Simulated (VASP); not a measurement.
# Be (P6_3/mmc) in VASP: further runs

Be is run at these levels: r2SCAN; tasks: relaxation of cell and atoms.

Everything below comes from runs of VASP 6.6.1. Logs are shortened: lines on timing, memory, paths and dates and some standing lists are left out, and cuts for length are marked.

### Step 1. The cell of the first run

Symmetry: P6_3/mmc, No. 194, hexagonal system. The conventional cell has a = 2.250 Å, b = 2.250 Å, c = 3.674 Å, α = 90.00°, β = 90.00°, γ = 120.00°. Within 3.0 Å of Be (site symmetry -6m2) lie 12 Be at 2.25 Å.

### Step 2. Relaxation of cell and atoms, r2SCAN, target pressure 40 GPa, at which the enthalpy is minimised

POSCAR

```
Be
1.0
    2.2500000000      0.0000000000      0.0000000000
   -1.1250000000      1.9485571585      0.0000000000
    0.0000000000      0.0000000000      3.6742500000
Be
2
Direct
    0.3333333333      0.6666666667      0.2500000000
    0.6666666667      0.3333333333      0.7500000000
```

INCAR.step1

```
SYSTEM = Be
ALGO = Normal
EDIFF = 1E-4
ENCUT = 600
GGA = PE
ISMEAR = 0
LASPH = .TRUE.
LCHARG = .FALSE.
LREAL = .FALSE.
LWAVE = .TRUE.
NELM = 100
PREC = Accurate
SIGMA = 0.05
```

INCAR.step2

```
SYSTEM = Be
ALGO = Normal
EDIFF = 1E-6
EDIFFG = -0.02
ENCUT = 600
IBRION = 2
ISIF = 3
ISMEAR = 0
ISTART = 1
LASPH = .TRUE.
LCHARG = .FALSE.
LMIXTAU = .TRUE.
LREAL = .FALSE.
LWAVE = .FALSE.
METAGGA = R2SCAN
NELM = 100
NSW = 80
PREC = Accurate
PSTRESS = 400.0
SIGMA = 0.05
```

KPOINTS

```
k-points
0
G
  24 24 13
  0 0 0
```

Potentials or basis: VASP PAW PBE potentials, release 64 (Be).

Command:

```bash
cat potpaw_PBE.64/Be/POTCAR > POTCAR
cp INCAR.step1 INCAR
mpirun -np 1 vasp_std > vasp.out
cp INCAR.step2 INCAR
mpirun -np 1 vasp_std > vasp.out
```

OUTCAR:

```text
SYSTEM = Be
   EDIFF = 1E-6
   EDIFFG = -0.02
   ENCUT = 600
   IBRION = 2
   ISIF = 3
   ISMEAR = 0
   ISTART = 1
   LASPH = .TRUE.
   LREAL = .FALSE.
   METAGGA = R2SCAN
   NELM = 100
   NSW = 80
   PREC = Accurate
   PSTRESS = 400.0

 ion  position               nearest neighbor table
   1  0.333  0.667  0.250-   2 2.25   2 2.25   2 2.25   2 2.25   2 2.25   2 2.25
   2  0.667  0.333  0.750-   1 2.25   1 2.25   1 2.25   1 2.25   1 2.25   1 2.25

  LATTYP: Found a hexagonal cell.
 ALAT       =     2.2500000000
 C/A-ratio  =     1.6330000000

  Lattice vectors:

 A1 = (   2.2500000000,   0.0000000000,   0.0000000000)
 A2 = (  -1.1250000000,   1.9485571585,   0.0000000000)
 A3 = (   0.0000000000,   0.0000000000,   3.6742500000)

Analysis of symmetry for initial positions (statically):
=====================================================================
 Subroutine PRICEL returns:
 Original cell was already a primitive cell.

 Routine SETGRP: Setting up the symmetry group for a
 hexagonal supercell.

 Subroutine GETGRP returns: Found 24 space group operations
 (whereof 12 operations were pure point group operations)
 out of a pool of 24 trial point group operations.

The static configuration has the point symmetry D_3d.
 The point group associated with its full space group is D_6h.

Analysis of symmetry for dynamics (positions and initial velocities):
=====================================================================
 Subroutine PRICEL returns:
 Original cell was already a primitive cell.

 Routine SETGRP: Setting up the symmetry group for a
 hexagonal supercell.

 Subroutine GETGRP returns: Found 24 space group operations
 (whereof 12 operations were pure point group operations)
 out of a pool of 24 trial point group operations.

The dynamic configuration has the point symmetry D_3d.
 The point group associated with its full space group is D_6h.

 Subroutine INISYM returns: Found 24 space group operations
 (whereof 12 operations are pure point group operations),
 and found     1 'primitive' translations

----------------------------------------------------------------------------------------

                                     Primitive cell

  volume of cell :      16.1088

  direct lattice vectors                    reciprocal lattice vectors
     2.250000000  0.000000000  0.000000000     0.444444444  0.256600120  0.000000000
    -1.125000000  1.948557159  0.000000000     0.000000000  0.513200239  0.000000000
[... 96 lines left out ...]
   NELECT =       4.0000    total number of electrons
   NUPDOWN=      -1.0000    fix difference up-down
   EMIN   =  10.00;   EMAX   =-10.00  energy-range for DOS
   EFERMI =   0.00;   METHOD = LEGACY
   ISMEAR =     0;   SIGMA  =   0.05  broadening in eV -4-tet -1-fermi 0-gaus
   EFERMI_NEDOS =   21; number of points for ismear=-14 and -15
   IALGO  =     38    algorithm
   IMIX   =      4    mixing-type and parameters
     AMIX     =   0.40;   BMIX     =  1.00
     AMIX_MAG =   1.60;   BMIX_MAG =  1.00
  volume/ion in A,a.u.               =       8.05        54.35
  Fermi-wavevector in a.u.,A,eV,Ry     =   1.028979  1.944489 14.405831  1.058799
  Thomas-Fermi vector in A             =   2.163004
   LORBIT       =      0    0 simple, 1 ext, 2 COOP (PROOUT), +10 PAW based schemes
   METAGGA = R2SCAN    functional components
   LHFCALC =     F    Hartree Fock is set to
   AEXX    =    0.0000 exact exchange contribution
   IVDW    =     0    specifies the selected vdW correction
   LEPSILON=     F    determine dielectric tensor
   LRPA    =     F    only Hartree local field effects (RPA)
 conjugate gradient relaxation of ions
 non-spin polarized calculation
 Gauss-broadening in eV      SIGMA  =   0.05
  energy-cutoff  :      600.00
  volume of cell :       16.11
 maximum number of plane-waves:       557
 NGX is ok and might be reduce to    18
   NGX =  9   NGY =  9   NGZ = 15

--------------------------------------- Ionic step        1  -------------------------------------------

 number of electron       4.0000000 magnetization

 Free energy of the ion-electron system (eV)
  ---------------------------------------------------
  ext. energy  EPLUGINS =         0.00000000
  ---------------------------------------------------
  free energy    TOTEN  =        -8.66038048 eV

  energy without entropy =       -8.65997889  energy(sigma->0) =       -8.66017969

------------------------ aborting loop because EDIFF is reached ----------------------------------------

  FORCE on cell =-STRESS in cart. coord.  units (eV):
  Direction    XX          YY          ZZ          XY          YZ          ZX
  --------------------------------------------------------------------------------------
  -------------------------------------------------------------------------------------
  Total        0.2143099      0.2143099     -1.1121940      0.0000000     -0.0000000      0.0000000
  in kB       21.3151540     21.3151540   -110.6182487      0.0000000     -0.0000000      0.0000000
  external PRESSURE =    -422.6626469 kB  Pullay stress =     400.0000000 kB
[... 253 lines left out ...]
--------------------------------------- Ionic step        8  -------------------------------------------

 number of electron       4.0000000 magnetization

 Free energy of the ion-electron system (eV)
  ---------------------------------------------------
  ext. energy  EPLUGINS =         0.00000000
  ---------------------------------------------------
  free energy    TOTEN  =        -8.34633406 eV

  energy without entropy =       -8.34598548  energy(sigma->0) =       -8.34615977

 E-fermi :   9.0363     XC(G=0): -12.0576

 val. band max:        9.0241869992   @ k =   0.3333   0.2917   0.3846
 cond. band min:       9.0366474019   @ k =   0.2917   0.2917   0.0000
 fundamental gap:      0.0124604027
 Fermi energy:         9.0362604251

 k-point     1 :       0.0000    0.0000    0.0000
  band No.  band energies     occupation
      1      -4.4577      2.00000
      2       3.3371      2.00000
      3      10.8314      0.00000
      4      29.7089      0.00000
      5      29.7089      0.00000
      6      33.1554      0.00000
[... 199 lines left out ...]
 k-point    24 :       0.4583    0.0417    0.0000
  band No.  band energies     occupation
      1       2.7010      2.00000
      2       5.7326      2.00000
      3      13.3758      0.00000
      4      17.0081      0.00000
      5      17.7571      0.00000
      6      19.6123      0.00000

 [... further k-points ...]

------------------------ aborting loop because EDIFF is reached ----------------------------------------

  FORCE on cell =-STRESS in cart. coord.  units (eV):
  Direction    XX          YY          ZZ          XY          YZ          ZX
  --------------------------------------------------------------------------------------
  -------------------------------------------------------------------------------------
  Total        3.1460062      3.1460062      3.1440282      0.0000000     -0.0000000      0.0000000
  in kB      397.2759885    397.2759885    397.0262118      0.0000000     -0.0000000      0.0000000
  external PRESSURE =      -2.8072704 kB  Pullay stress =     400.0000000 kB
[... 21 lines left out ...]
  energy  without entropy=       -8.3459854836  energy(sigma->0) =       -8.34615977

  enthalpy is  TOTEN    =        -5.1787565528 eV   P V=        3.1675775102

 reached required accuracy - stopping structural energy minimisation
```

OUTCAR.step1:

```text
SYSTEM = Be
   EDIFF = 1E-4
   ENCUT = 600
   GGA = PE
   ISMEAR = 0
   LASPH = .TRUE.
   LREAL = .FALSE.
[... 440 lines left out ...]
     -0.00000      1.29904      0.91856        -0.000000     -0.000000      0.000000
      1.12500      0.64952      2.75569         0.000000      0.000000      0.000000
 -----------------------------------------------------------------------------------
    total drift:                                0.000000     -0.000000      0.000000

  FREE ENERGIE OF THE ION-ELECTRON SYSTEM (eV)
  ---------------------------------------------------
  free  energy   TOTEN  =        -7.5135558871 eV

  energy  without entropy=       -7.5131545884  energy(sigma->0) =       -7.51335524
```

It took 16 min on 1 thread of Intel Xeon 8259CL, shared host; peak memory 0.17 GiB.

Results:

```
Free energy                                                : -8.3463 eV
Relaxed volume                                             : 6.34 Å³/atom
Relaxed cell                                               : a = 2.097 Å, b = 2.097 Å, c = 3.330 Å, α = 90.00°, β = 90.00°, γ = 120.00°
Space group after relaxing (to 0.1 Å)                      : P6_3/mmc (No. 194)
Energy change on relaxing (the run minimises the enthalpy) : +157.0 meV/atom
Ionic steps                                                : 8
Pressure after relaxing                                    : 39.7 GPa
Band gap on the k mesh                                     : zero (bands 2 and 3 overlap by 2.43 eV)
```

The path:
| step | energy change (eV) | largest force (eV/Å) | pressure (GPa) | volume (Å³) |
| --- | --- | --- | --- | --- |
| 1 | 0.0000 | 0.0000 | -2.27 | 16.11 |
| 2 | 0.6485 | 0.0000 | 63.68 | 11.64 |
| 3 | 0.3222 | 0.0000 | 40.31 | 12.66 |
| 4 | 0.3064 | 0.0000 | 39.07 | 12.72 |
| 5 | 0.3054 | 0.0000 | 39.04 | 12.72 |
| 6 | 0.3053 | 0.0000 | 39.03 | 12.72 |
| 7 | 0.3108 | 0.0000 | 39.47 | 12.70 |
| 8 | 0.3140 | 0.0000 | 39.72 | 12.69 |

Final structure:
```
Be
1.0
     2.09745    0.00000    0.00000
    -1.04873    1.81645    0.00000
     0.00000    0.00000    3.33014
Be
2
Direct
  0.33333 0.66667 0.25000
  0.66667 0.33333 0.75000
```

Caveat: the cell is relaxed towards a set pressure, so the run minimises the enthalpy, not the energy; the volume moved by over 15 % at a fixed basis, so the end points are rough; the PAW data sets were made with another functional, which shifts forces and pressure a little.

### Step 3. Relaxation of cell and atoms, r2SCAN, target pressure 60 GPa, at which the enthalpy is minimised

POSCAR is that of step 2.

INCAR.step1

```
SYSTEM = Be
  ALGO = Normal
  EDIFF = 1E-4
  ENCUT = 600
  GGA = PE
  ISMEAR = 0
  LASPH = .TRUE.
  LCHARG = .FALSE.
  LREAL = .FALSE.
  LWAVE = .TRUE.
  NELM = 80
  PREC = Accurate
  SIGMA = 0.05
```

INCAR.step2

```
SYSTEM = Be
  ALGO = Normal
  EDIFF = 1E-6
  EDIFFG = -0.02
  ENCUT = 600
  IBRION = 2
  ISIF = 3
  ISMEAR = 0
  ISTART = 1
  LASPH = .TRUE.
  LCHARG = .FALSE.
  LMIXTAU = .TRUE.
  LREAL = .FALSE.
  LWAVE = .FALSE.
  METAGGA = R2SCAN
  NELM = 80
  NSW = 80
  PREC = Accurate
  PSTRESS = 600.0
  SIGMA = 0.05
```

KPOINTS is that of step 2.

Potentials or basis: VASP PAW PBE potentials, release 64 (Be).

Command:

```bash
cat potpaw_PBE.64/Be/POTCAR > POTCAR
cp INCAR.step1 INCAR
mpirun -np 1 vasp_std > vasp.out
cp INCAR.step2 INCAR
mpirun -np 1 vasp_std > vasp.out
```

Wall time 14 min (1 thread of Intel Xeon 8259CL, shared host); peak memory 0.17 GiB.

It converged, with:

| Item | Value |
| --- | --- |
| Free energy | -8.0646 eV |
| Relaxed volume | 5.89 Å³/atom |
| Relaxed cell | a = 2.043 Å, b = 2.043 Å, c = 3.255 Å, α = 90.00°, β = 90.00°, γ = 120.00° |
| Space group after relaxing (to 0.1 Å) | P6_3/mmc (No. 194) |
| Energy change on relaxing (the run minimises the enthalpy) | +297.9 meV/atom |
| Ionic steps | 6 |
| Pressure after relaxing | 60.0 GPa |
| Band gap on the k mesh | zero (bands 2 and 3 overlap by 2.51 eV) |

Stress tensor (GPa, compression positive):
```
60.14  0.00  0.00
 0.00 60.14  0.00
 0.00  0.00 59.77
```

Step by step:
| step | energy change (eV) | largest force (eV/Å) | pressure (GPa) | volume (Å³) |
| --- | --- | --- | --- | --- |
| 1 | 0.0000 | 0.0000 | -2.27 | 16.11 |
| 2 | 1.6876 | 0.0000 | 129.01 | 9.85 |
| 3 | 0.5828 | 0.0000 | 59.11 | 11.81 |
| 4 | 0.6117 | 0.0000 | 61.10 | 11.73 |
| 5 | 0.5878 | 0.0000 | 59.49 | 11.79 |
| 6 | 0.5958 | 0.0000 | 60.02 | 11.77 |

Final structure:
```
CELL_PARAMETERS angstrom
2.04345 0.00000 0.00000
-1.02173 1.76968 0.00000
0.00000 0.00000 3.25543
ATOMIC_POSITIONS crystal
Be 0.33333 0.66667 0.25000
Be 0.66667 0.33333 0.75000
```

Levels at points of the mesh, in eV from the Fermi level:
| k point | band 1 | band 2 | band 3 | band 4 | band 5 | band 6 |
| --- | --- | --- | --- | --- | --- | --- |
| (0.00, 0.00, 0.00) | -13.94 | -6.09 | 2.07 | 21.93 | 21.93 | 25.53 |
| (0.50, 0.00, 0.00) | -6.57 | -3.59 | 4.74 | 7.92 | 9.40 | 13.21 |

Caveat: the cell is relaxed towards a set pressure, so the run minimises the enthalpy, not the energy; the volume moved by over 15 % at a fixed basis, so the end points are rough; the PAW data sets were made with another functional, which shifts forces and pressure a little.

The gap in the log of VASP goes by the Fermi energy; the results here count the filled bands.